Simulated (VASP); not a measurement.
# C (Pm-3m) in VASP: notebook

Runs on C. Level: PBE. Tasks: single point.

Program: VASP 6.6.1. These are calculated values, not measurements. Logs are shortened: lines on timing, memory, paths and dates and some standing lists are left out, and cuts for length are marked.

## 1. The cell of the first run

The structure is cubic, space group Pm-3m (No. 221). Conventional cell: a = 1.740 Å, b = 1.740 Å, c = 1.740 Å, α = 90.00°, β = 90.00°, γ = 90.00°. C (site symmetry m-3m) has 6 C at 1.74 Å within 2.3 Å.

## 2. Single point, PBE

The input, INCAR:

```
ALGO = Normal
EDIFF = 1E-7
ENCUT = 520
GGA = PE
ISIF = 2
ISMEAR = -1
LASPH = T
LCHARG = F
LREAL = F
LWAVE = F
NBANDS = 8
NELM = 60
PREC = Accurate
SIGMA = 0.06122561905347299
```

The input, KPOINTS:

```
k-points
0
Gamma
  21 21 21
```

The input, POSCAR:

```
C
1.0
    1.7402989533      0.0000000000      0.0000000000
    0.0000000000      1.7402989533      0.0000000000
    0.0000000000      0.0000000000      1.7402989533
C
1
Direct
    0.0000000000      0.0000000000      0.0000000000
```

Potentials or basis: VASP PAW PBE potentials, release 64 (C).

Command:

```console
$ cat potpaw_PBE.64/C/POTCAR > POTCAR
$ mpirun -np 1 vasp_std > vasp.out
```

OUTCAR:

```text
EDIFF = 1E-7
   ENCUT = 520
   GGA = PE
   ISIF = 2
   ISMEAR = -1
   LASPH = T
   LREAL = F
   NELM = 60
   PREC = Accurate

 ion  position               nearest neighbor table
   1  0.000  0.000  0.000-

  LATTYP: Found a simple cubic cell.
 ALAT       =     1.7402989533

  Lattice vectors:

 A1 = (   1.7402989533,   0.0000000000,   0.0000000000)
 A2 = (   0.0000000000,   1.7402989533,   0.0000000000)
 A3 = (   0.0000000000,   0.0000000000,   1.7402989533)

Analysis of symmetry for initial positions (statically):
=====================================================================
 Subroutine PRICEL returns:
 Original cell was already a primitive cell.

 Routine SETGRP: Setting up the symmetry group for a
 simple cubic supercell.

 Subroutine GETGRP returns: Found 48 space group operations
[... 9 lines left out ...]

 Routine SETGRP: Setting up the symmetry group for a
 simple cubic supercell.

 Subroutine GETGRP returns: Found 48 space group operations
[... 11 lines left out ...]
                                     Primitive cell

  volume of cell :       5.2707

  direct lattice vectors                    reciprocal lattice vectors
     1.740298953  0.000000000  0.000000000     0.574613918  0.000000000  0.000000000
     0.000000000  1.740298953  0.000000000     0.000000000  0.574613918  0.000000000
     0.000000000  0.000000000  1.740298953     0.000000000  0.000000000  0.574613918

  length of vectors
     1.740298953  1.740298953  1.740298953     0.574613918  0.574613918  0.574613918

  position of ions in fractional coordinates (direct lattice)
     0.000000000  0.000000000  0.000000000

  ion indices of the primitive-cell ions
   primitive index   ion index
                 1           1

----------------------------------------------------------------------------------------

 KPOINTS: k-points

Automatic generation of k-mesh.
 Grid dimensions read from file:
 generate k-points for:   21   21   21

 Generating k-lattice:

  Cartesian coordinates                     Fractional coordinates (reciprocal lattice)
     0.027362568  0.000000000  0.000000000     0.047619048  0.000000000  0.000000000
     0.000000000  0.027362568  0.000000000     0.000000000  0.047619048  0.000000000
     0.000000000  0.000000000  0.027362568     0.000000000  0.000000000  0.047619048

  Length of vectors
     0.027362568  0.027362568  0.027362568

[... 52 lines left out ...]
   NELM   =     60;   NELMIN=  2; NELMDL= -5     # of ELM steps
   EDIFF  = 0.1E-06   stopping-criterion for ELM
   LREAL  =      F    real-space projection
   EDIFFG = 0.1E-05   stopping-criterion for IOM
   NSW    =      0    number of steps for IOM
   IBRION =     -1    ionic relax: 0-MD 1-quasi-New 2-CG
   NFREE  =      0    steps in history (QN), initial steepest desc. (CG)
   ISIF   =      2    stress and relaxation
   ISYM   =      2    0-nonsym 1-usesym 2-fastsym
   POTIM  = 0.5000    time-step for ionic-motion
   TEBEG  =    0.0;   TEEND  =   0.0 temperature during run
   PSTRESS=    0.0 pullay stress
   NELECT =       4.0000    total number of electrons
   NUPDOWN=      -1.0000    fix difference up-down
   EMIN   =  10.00;   EMAX   =-10.00  energy-range for DOS
   EFERMI =   0.00;   METHOD = LEGACY
   ISMEAR =    -1;   SIGMA  =   0.06  broadening in eV -4-tet -1-fermi 0-gaus
   EFERMI_NEDOS =   21; number of points for ismear=-14 and -15
   IALGO  =     38    algorithm
   IMIX   =      4    mixing-type and parameters
     AMIX     =   0.40;   BMIX     =  1.00
     AMIX_MAG =   1.60;   BMIX_MAG =  1.00
  volume/ion in A,a.u.               =       5.27        35.57
  Fermi-wavevector in a.u.,A,eV,Ry     =   1.493268  2.821867 30.338925  2.229848
  Thomas-Fermi vector in A             =   2.605690
   LORBIT       =      0    0 simple, 1 ext, 2 COOP (PROOUT), +10 PAW based schemes
   GGA     = PE    functional components
   LHFCALC =     F    Hartree Fock is set to
   AEXX    =    0.0000 exact exchange contribution
   IVDW    =     0    specifies the selected vdW correction
   LEPSILON=     F    determine dielectric tensor
   LRPA    =     F    only Hartree local field effects (RPA)
 non-spin polarized calculation
  energy-cutoff  :      520.00
  volume of cell :        5.27
 maximum number of plane-waves:       150
 NGX is ok and might be reduce to    14
   NGX =  7   NGY =  7   NGZ =  7

 number of electron       4.0000001 magnetization

 Free energy of the ion-electron system (eV)
  ---------------------------------------------------
  ext. energy  EPLUGINS =         0.00000000
  ---------------------------------------------------
  free energy    TOTEN  =        -6.44161421 eV

  energy without entropy =       -6.43755971  energy(sigma->0) =       -6.43958696

 E-fermi :  11.9539     XC(G=0): -14.1126

 val. band max:       11.9536791102   @ k =   0.4286   0.3810   0.3333
 cond. band min:      11.9635594964   @ k =   0.2381   0.1905   0.0476
 fundamental gap:      0.0098803863
 Fermi energy:        11.9539416802

 k-point     1 :       0.0000    0.0000    0.0000
  band No.  band energies     occupation
      1     -11.2200      2.00000
      2      21.5681      0.00000
      3      21.5681      0.00000
      4      21.5681      0.00000
      5      37.8509      0.00000
      6      37.8509      0.00000
      7      44.3211      0.00000
      8      69.7960      0.00000
[... 243 lines left out ...]
 k-point    24 :       0.1905    0.0952    0.0000
  band No.  band energies     occupation
      1      -9.3817      2.00000
      2      14.2021      0.00000
      3      20.4391      0.00000
      4      22.7709      0.00000
      5      41.3741      0.00000
      6      43.1708      0.00000
      7      47.2592      0.00000
      8      60.6890      0.00000

 [... further k-points ...]

------------------------ aborting loop because EDIFF is reached ----------------------------------------

  FORCE on cell =-STRESS in cart. coord.  units (eV):
  Direction    XX          YY          ZZ          XY          YZ          ZX
  --------------------------------------------------------------------------------------
  -------------------------------------------------------------------------------------
  Total        0.6441530      0.6441530      0.6441530     -0.0000000      0.0000000     -0.0000000
  in kB      195.8069297    195.8069297    195.8069297     -0.0000000      0.0000000     -0.0000000
  external PRESSURE =     195.8069297 kB  Pullay stress =       0.0000000 kB

 VOLUME and BASIS-vectors are now :
 -----------------------------------------------------------------------------
  energy-cutoff  :      520.00
  volume of cell :        5.27
      direct lattice vectors                 reciprocal lattice vectors
     1.740298953  0.000000000  0.000000000     0.574613918  0.000000000  0.000000000
     0.000000000  1.740298953  0.000000000     0.000000000  0.574613918  0.000000000
     0.000000000  0.000000000  1.740298953     0.000000000  0.000000000  0.574613918

 POSITION                                       TOTAL-FORCE (eV/Angst)
 -----------------------------------------------------------------------------------
      0.00000      0.00000      0.00000         0.000000      0.000000      0.000000
 -----------------------------------------------------------------------------------
    total drift:                                0.000000      0.000000     -0.000000

  FREE ENERGIE OF THE ION-ELECTRON SYSTEM (eV)
  ---------------------------------------------------
  free  energy   TOTEN  =        -6.4416142107 eV

  energy  without entropy=       -6.4375597139  energy(sigma->0) =       -6.43958696
```

OSZICAR:

```text
N       E                     dE             d eps       ncg     rms          rms(c)
DAV:   1    -0.486583901944E+01   -0.48658E+01   -0.27127E+03  5208   0.508E+02
DAV:   2    -0.645891523169E+01   -0.15931E+01   -0.15063E+01  5888   0.299E+01
DAV:   3    -0.646202663729E+01   -0.31114E-02   -0.31112E-02  5440   0.141E+00
DAV:   4    -0.646202707724E+01   -0.43995E-06   -0.44024E-06  6776   0.160E-02
DAV:   5    -0.646202707826E+01   -0.10285E-08   -0.36246E-10  5464   0.812E-05    0.214E+00
DAV:   6    -0.644430213736E+01    0.17725E-01   -0.14479E-02  5128   0.790E-01    0.134E+00
DAV:   7    -0.644145839737E+01    0.28437E-02   -0.20010E-02  5104   0.990E-01    0.178E-01
DAV:   8    -0.644161565963E+01   -0.15726E-03   -0.28548E-04  4912   0.138E-01    0.185E-02
DAV:   9    -0.644161348465E+01    0.21750E-05   -0.19616E-05  6168   0.307E-02    0.931E-03
DAV:  10    -0.644161423259E+01   -0.74794E-06   -0.40883E-07  5136   0.559E-03    0.100E-03
DAV:  11    -0.644161421071E+01    0.21884E-07   -0.26760E-08  4848   0.140E-03
   1 F= -.64416142E+01 E0= -.64395870E+01  d E =-.405450E-02
```

Wall time 14 s (1 thread of AMD EPYC 7R13, shared host); peak memory 0.08 GiB.

What came out:

| Quantity | Value |
| --- | --- |
| Free energy | -6.4416 eV |
| Pressure | 19.6 GPa |
| Band gap on the k mesh | zero (band 2 reaches 21.57 eV, above the bottom of band 3 at 9.62 eV) |

## 3. Single point, PBE

The input, INCAR:

```
SYSTEM = C
PREC = Accurate ; ENCUT = 520
EDIFF = 1E-7 ; ISMEAR = -1
SIGMA = 0.06122561905347299 ; LREAL = .False.
LASPH = .True. ; NELM = 100
ALGO = Normal ; ISIF = 2
LWAVE = .False. ; LCHARG = .True.
GGA = PE ; LELF = .True.
LVHAR = .True. ; NBANDS = 8
```

The input, KPOINTS:

```
regular mesh
0
Gamma
  21 21 21
  0 0 0
```

POSCAR is that of step 2.

Potentials or basis: VASP PAW PBE potentials, release 64 (C).

Command:

```console
$ cat potpaw_PBE.64/C/POTCAR > POTCAR
$ mpirun -np 1 vasp_std > vasp.out
```

Wall time 15 s (1 thread of AMD EPYC 7R13, shared host); peak memory 0.08 GiB.

It converged, with:

* Free energy: -6.4416 eV
* Pressure: 19.6 GPa
* Band gap on the k mesh: zero (band 2 reaches 21.57 eV, above the bottom of band 3 at 9.62 eV)

Levels at points of the mesh, in eV from the Fermi level:
```tsv
k point	band 1	band 2	band 3	band 4	band 5	band 6	band 7
(0.00, 0.00, 0.00)	-23.17	9.61	9.61	9.61	25.90	25.90	32.37
```
